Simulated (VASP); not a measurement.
# KTaO3 (P4/mmm) in VASP: a series of runs, part 2 of 3

VASP 6.6.1.

### Step 3. Single point, PBEsol (12.32 Å³/atom)

The input, INCAR:

```
  PREC = Accurate
  ENCUT = 520
  EDIFF = 1E-6
  ISMEAR = 0
  SIGMA = 0.05
  LREAL = F
  LASPH = T
  NELM = 100
  ALGO = Normal
  ISIF = 2
  LWAVE = F
  LCHARG = F
  GGA = PS
  NBANDS = 27
```

The input, KPOINTS:

```
regular mesh
0
Gamma
  8 8 8
```

The input, POSCAR:

```
KTaO3
1.0
    3.8451567180      0.0000000000      0.0000000000
    0.0000000000      3.8451567180      0.0000000000
    0.0000000000      0.0000000000      4.1669963353
K Ta O
1 1 3
Direct
    0.5000000000      0.5000000000      0.5000000000
    0.0000000000      0.0000000000      0.0000000000
    0.5000000000      0.0000000000      0.0000000000
    0.0000000000      0.5000000000      0.0000000000
    0.0000000000      0.0000000000      0.5000000000
```

Potentials or basis: VASP PAW PBE potentials, release 64 (K_sv, Ta_pv, O).

Launch:

```sh
cat potpaw_PBE.64/K_sv/POTCAR potpaw_PBE.64/Ta_pv/POTCAR potpaw_PBE.64/O/POTCAR > POTCAR
mpirun -np 1 vasp_std > vasp.out
```

OUTCAR:

```text
PREC = Accurate
   ENCUT = 520
   EDIFF = 1E-6
   ISMEAR = 0
   LREAL = F
   LASPH = T
   NELM = 100
   ISIF = 2
   GGA = PS

 ion  position               nearest neighbor table
   1  0.500  0.500  0.500-   5 2.72   5 2.72   5 2.72   5 2.72   4 2.84   3 2.84   4 2.84   3 2.84
                             4 2.84   3 2.84   4 2.84   3 2.84   2 3.43   2 3.43   2 3.43   2 3.43
   2  0.000  0.000  0.000-   3 1.92   4 1.92   4 1.92   3 1.92   5 2.08   5 2.08   1 3.43   1 3.43
                             1 3.43   1 3.43   1 3.43   1 3.43   1 3.43   1 3.43
   3  0.500  0.000  0.000-   2 1.92   2 1.92   1 2.84   1 2.84   1 2.84   1 2.84
   4  0.000  0.500  0.000-   2 1.92   2 1.92   1 2.84   1 2.84   1 2.84   1 2.84
   5  0.000  0.000  0.500-   2 2.08   2 2.08   1 2.72   1 2.72   1 2.72   1 2.72

  LATTYP: Found a simple tetragonal cell.
 ALAT       =     3.8451567180
 C/A-ratio  =     1.0837000000

  Lattice vectors:

 A1 = (   3.8451567180,   0.0000000000,   0.0000000000)
 A2 = (   0.0000000000,   3.8451567180,   0.0000000000)
 A3 = (   0.0000000000,   0.0000000000,   4.1669963353)

Analysis of symmetry for initial positions (statically):
=====================================================================
 Subroutine PRICEL returns:
 Original cell was already a primitive cell.

 Routine SETGRP: Setting up the symmetry group for a
 simple tetragonal supercell.

 Subroutine GETGRP returns: Found 16 space group operations
 (whereof 16 operations were pure point group operations)
 out of a pool of 16 trial point group operations.

The static configuration has the point symmetry D_4h.

Analysis of symmetry for dynamics (positions and initial velocities):
=====================================================================
 Subroutine PRICEL returns:
 Original cell was already a primitive cell.

 Routine SETGRP: Setting up the symmetry group for a
 simple tetragonal supercell.

 Subroutine GETGRP returns: Found 16 space group operations
 (whereof 16 operations were pure point group operations)
 out of a pool of 16 trial point group operations.

The dynamic configuration has the point symmetry D_4h.

 Subroutine INISYM returns: Found 16 space group operations
 (whereof 16 operations are pure point group operations),
 and found     1 'primitive' translations

----------------------------------------------------------------------------------------

                                     Primitive cell

  volume of cell :      61.6100

  direct lattice vectors                    reciprocal lattice vectors
     3.845156718  0.000000000  0.000000000     0.260067423  0.000000000  0.000000000
     0.000000000  3.845156718  0.000000000     0.000000000  0.260067423  0.000000000
     0.000000000  0.000000000  4.166996335     0.000000000  0.000000000  0.239981013

  length of vectors
     3.845156718  3.845156718  4.166996335     0.260067423  0.260067423  0.239981013

  position of ions in fractional coordinates (direct lattice)
     0.500000000  0.500000000  0.500000000
     0.000000000  0.000000000  0.000000000
     0.500000000  0.000000000  0.000000000
     0.000000000  0.500000000  0.000000000
     0.000000000  0.000000000  0.500000000

  ion indices of the primitive-cell ions
   primitive index   ion index
                 1           1
                 2           2
                 3           3
                 4           4
[... 32 lines left out ...]
  0.250000  0.000000  0.000000      4.000000
  0.375000  0.000000  0.000000      4.000000
  0.500000  0.000000  0.000000      2.000000
  0.125000  0.125000  0.000000      4.000000
[... 16 lines left out ...]
  0.375000  0.125000  0.125000     16.000000
  0.500000  0.125000  0.125000      8.000000
 [... further k-points ...]
   k-points           NKPTS =     75   k-points in BZ     NKDIM =     75   number of bands    NBANDS=     27
   number of dos      NEDOS =    301   number of ions     NIONS =      5
   total plane-waves  NPLWV =  28800
   dimension x,y,z NGX =    30 NGY =   30 NGZ =   32
   dimension x,y,z NGXF=    60 NGYF=   60 NGZF=   64
   ions per type =               1   1   3
   NGX,Y,Z   is equivalent  to a cutoff of  12.97, 12.97, 12.77 a.u.
   NGXF,Y,Z  is equivalent  to a cutoff of  25.94, 25.94, 25.53 a.u.
 SYSTEM =  unknown system
   PREC   = accura    normal or accurate (medium, high low for compatibility)
   ISTART =      0    job   : 0-new  1-cont  2-samecut
   ICHARG =      2    charge: 1-file 2-atom 10-const
   ISPIN  =      1    spin polarized calculation?
   LNONCOLLINEAR =      F non collinear calculations
   LSORBIT =      F    spin-orbit coupling
   LASPH  =      T    aspherical Exc in radial PAW
   ENCUT  =  520.0 eV  38.22 Ry    6.18 a.u.   7.15  7.15  7.75*2*pi/ulx,y,z
   NELM   =    100;   NELMIN=  2; NELMDL= -5     # of ELM steps
   EDIFF  = 0.1E-05   stopping-criterion for ELM
   LREAL  =      F    real-space projection
   EDIFFG = 0.1E-04   stopping-criterion for IOM
   NSW    =      0    number of steps for IOM
   IBRION =     -1    ionic relax: 0-MD 1-quasi-New 2-CG
   NFREE  =      0    steps in history (QN), initial steepest desc. (CG)
   ISIF   =      2    stress and relaxation
   ISYM   =      2    0-nonsym 1-usesym 2-fastsym
   POTIM  = 0.5000    time-step for ionic-motion
   TEBEG  =    0.0;   TEEND  =   0.0 temperature during run
   PSTRESS=    0.0 pullay stress
   NELECT =      38.0000    total number of electrons
   NUPDOWN=      -1.0000    fix difference up-down
   EMIN   =  10.00;   EMAX   =-10.00  energy-range for DOS
   EFERMI =   0.00;   METHOD = LEGACY
   ISMEAR =     0;   SIGMA  =   0.05  broadening in eV -4-tet -1-fermi 0-gaus
   EFERMI_NEDOS =   21; number of points for ismear=-14 and -15
   IALGO  =     38    algorithm
   IMIX   =      4    mixing-type and parameters
     AMIX     =   0.40;   BMIX     =  1.00
     AMIX_MAG =   1.60;   BMIX_MAG =  1.00
  volume/ion in A,a.u.               =      12.32        83.15
  Fermi-wavevector in a.u.,A,eV,Ry     =   1.393538  2.633406 26.421826  1.941949
  Thomas-Fermi vector in A             =   2.517175
   LORBIT       =      0    0 simple, 1 ext, 2 COOP (PROOUT), +10 PAW based schemes
   GGA     = PS    functional components
   LHFCALC =     F    Hartree Fock is set to
   AEXX    =    0.0000 exact exchange contribution
   IVDW    =     0    specifies the selected vdW correction
   LEPSILON=     F    determine dielectric tensor
   LRPA    =     F    only Hartree local field effects (RPA)
 non-spin polarized calculation
 Gauss-broadening in eV      SIGMA  =   0.05
  energy-cutoff  :      520.00
  volume of cell :       61.61
 maximum number of plane-waves:      1696
 NGX is ok and might be reduce to    30
   NGX = 15   NGY = 15   NGZ = 15

 number of electron      38.0000020 magnetization

 Free energy of the ion-electron system (eV)
  ---------------------------------------------------
  ext. energy  EPLUGINS =         0.00000000
  ---------------------------------------------------
  free energy    TOTEN  =       -42.54777048 eV

  energy without entropy =      -42.54777048  energy(sigma->0) =      -42.54777048

 E-fermi :   2.2111     XC(G=0): -11.2914

 val. band max:        1.9247328444   @ k =   0.5000   0.5000   0.5000
 cond. band min:       3.9676840933   @ k =   0.0000   0.0000   0.0000
 fundamental gap:      2.0429512488
 Fermi energy:         2.2111107830

 k-point     1 :       0.0000    0.0000    0.0000
  band No.  band energies     occupation
      1     -32.1272      2.00000
      2     -32.1272      2.00000
      3     -31.9928      2.00000
      4     -25.2052      2.00000
      5     -15.9983      2.00000
      6     -15.4101      2.00000
[... 709 lines left out ...]
     26      11.8625      0.00000
     27      12.5691      0.00000

 [... further k-points ...]

------------------------ aborting loop because EDIFF is reached ----------------------------------------

  FORCE on cell =-STRESS in cart. coord.  units (eV):
  Direction    XX          YY          ZZ          XY          YZ          ZX
  --------------------------------------------------------------------------------------
  -------------------------------------------------------------------------------------
  Total        7.6222340      7.6222340     -4.4397203      0.0000000      0.0000000      0.0000000
  in kB      198.2173425    198.2173425   -115.4555941      0.0000000      0.0000000      0.0000000
  external PRESSURE =      93.6596970 kB  Pullay stress =       0.0000000 kB

 VOLUME and BASIS-vectors are now :
 -----------------------------------------------------------------------------
  energy-cutoff  :      520.00
  volume of cell :       61.61
      direct lattice vectors                 reciprocal lattice vectors
     3.845156718  0.000000000  0.000000000     0.260067423  0.000000000  0.000000000
     0.000000000  3.845156718  0.000000000     0.000000000  0.260067423  0.000000000
     0.000000000  0.000000000  4.166996335     0.000000000  0.000000000  0.239981013

 POSITION                                       TOTAL-FORCE (eV/Angst)
 -----------------------------------------------------------------------------------
      1.92258      1.92258      2.08350         0.000000      0.000000      0.000000
      0.00000      0.00000      0.00000         0.000000      0.000000      0.000000
      1.92258      0.00000      0.00000         0.000000      0.000000      0.000000
      0.00000      1.92258      0.00000         0.000000      0.000000      0.000000
      0.00000      0.00000      2.08350         0.000000      0.000000      0.000000
 -----------------------------------------------------------------------------------
    total drift:                                0.000000     -0.000000      0.000000

  FREE ENERGIE OF THE ION-ELECTRON SYSTEM (eV)
  ---------------------------------------------------
  free  energy   TOTEN  =       -42.5477704826 eV

  energy  without entropy=      -42.5477704826  energy(sigma->0) =      -42.54777048
```

OSZICAR:

```text
N       E                     dE             d eps       ncg     rms          rms(c)
DAV:   1     0.324117083677E+03    0.32412E+03   -0.20809E+04  4050   0.142E+03
DAV:   2    -0.309869104278E+02   -0.35510E+03   -0.34357E+03  4768   0.409E+02
DAV:   3    -0.495808360115E+02   -0.18594E+02   -0.18503E+02  5589   0.912E+01
DAV:   4    -0.503035497299E+02   -0.72271E+00   -0.72135E+00  6804   0.111E+01
DAV:   5    -0.503073577646E+02   -0.38080E-02   -0.38077E-02  5300   0.856E-01    0.370E+01
DAV:   6    -0.428116406536E+02    0.74957E+01   -0.31169E+01  4824   0.383E+01    0.147E+01
DAV:   7    -0.426290075058E+02    0.18263E+00   -0.16309E+00  5153   0.821E+00    0.100E+01
DAV:   8    -0.425614600805E+02    0.67547E-01   -0.33718E-01  4797   0.469E+00    0.225E+00
DAV:   9    -0.425489187116E+02    0.12541E-01   -0.31182E-02  5120   0.129E+00    0.370E-01
DAV:  10    -0.425477220652E+02    0.11966E-02   -0.10550E-02  5386   0.676E-01    0.254E-01
DAV:  11    -0.425477555291E+02   -0.33464E-04   -0.74129E-04  5567   0.182E-01    0.359E-02
DAV:  12    -0.425477698922E+02   -0.14363E-04   -0.37721E-05  5619   0.506E-02    0.129E-02
DAV:  13    -0.425477704409E+02   -0.54871E-06   -0.10357E-05  5052   0.226E-02    0.473E-03
DAV:  14    -0.425477704826E+02   -0.41703E-07   -0.13769E-06  4047   0.823E-03
   1 F= -.42547770E+02 E0= -.42547770E+02  d E =-.638320E-18
```

It took 46 s on 1 thread of Intel Xeon 6975P-C (Granite Rapids), shared host; peak memory 0.25 GiB.

Results:

| Quantity | Value |
| --- | --- |
| Free energy | -42.5478 eV |
| Pressure | 9.4 GPa |
| Band gap on the k mesh | 2.04 eV (least direct gap 2.55 eV) |

Stress tensor (GPa, compression positive):
```
 19.82   0.00   0.00
  0.00  19.82   0.00
  0.00   0.00 -11.55
```

Caveat: the cell stands under pressure; the PAW data sets were made with another functional, which shifts forces and pressure a little; spin-orbit coupling is left out, which moves the levels of the heavy elements. As with any semilocal functional, this PBEsol gap is likely too small.

### Step 4. Single point, PBEsol (12.66 Å³/atom)

This run uses another cell than the first one, of 12.66 Å³/atom.

The input, INCAR:

```
  ALGO = Normal
  EDIFF = 1E-6
  ENCUT = 520
  GGA = PS
  ISIF = 2
  ISMEAR = 0
  LASPH = T
  LCHARG = T
  LELF = T
  LREAL = F
  LVHAR = T
  LWAVE = F
  NBANDS = 27
  NELM = 100
  PREC = Accurate
  SIGMA = 0.05
```

The input, KPOINTS:

```
k-points
0
Gamma
  8 8 8
```

Changes to POSCAR since step 3:

```diff
@@ -2,5 +2,5 @@
 1.0
-    3.8451567180      0.0000000000      0.0000000000
-    0.0000000000      3.8451567180      0.0000000000
-    0.0000000000      0.0000000000      4.1669963353
+    3.8282943089      0.0000000000      0.0000000000
+    0.0000000000      3.8282943089      0.0000000000
+    0.0000000000      0.0000000000      4.3190816393
 K Ta O
```

Launch:

```sh
cat potpaw_PBE.64/K_sv/POTCAR potpaw_PBE.64/Ta_pv/POTCAR potpaw_PBE.64/O/POTCAR > POTCAR
mpirun -np 1 vasp_std > vasp.out
```

Run time: 40 s. Hardware: 1 thread of Intel Xeon 6975P-C (Granite Rapids), shared host; peak memory 0.25 GiB.

The run converged. Its results:

| Item | Value |
| --- | --- |
| Free energy | -42.2514 eV |
| Pressure | 6.3 GPa |
| Band gap on the k mesh | 1.91 eV (least direct gap 2.31 eV) |

Stress tensor (GPa, compression positive):
```
 19.81   0.00   0.00
  0.00  19.81   0.00
  0.00   0.00 -20.80
```

Levels at points of the mesh, in eV from the valence-band top:
```csv
k point,band 16,band 17,band 18,band 19,band 20,band 21,band 22,band 23
"(0.00, 0.00, 0.00)",-1.14,-0.75,-0.40,-0.40,1.91,1.91,2.05,4.83
"(0.50, 0.00, 0.00)",-2.03,-1.35,-0.95,-0.68,2.12,5.38,5.41,5.42
"(0.50, 0.50, 0.00)",-1.60,-0.79,-0.79,-0.26,5.46,5.46,5.71,7.02
"(0.00, 0.00, 0.50)",-1.54,-1.54,-1.09,-1.09,2.13,3.95,3.95,7.76
"(0.50, 0.00, 0.50)",-2.02,-1.94,-1.74,-0.20,4.01,5.43,6.07,8.51
"(0.50, 0.50, 0.50)",-3.94,-0.25,0.00,0.00,6.22,6.22,7.12,8.32
```

Caveat: the cell stands under pressure; the PAW data sets were made with another functional, which shifts forces and pressure a little; spin-orbit coupling is left out, which moves the levels of the heavy elements.

(Part 2 of 3 ends here.)
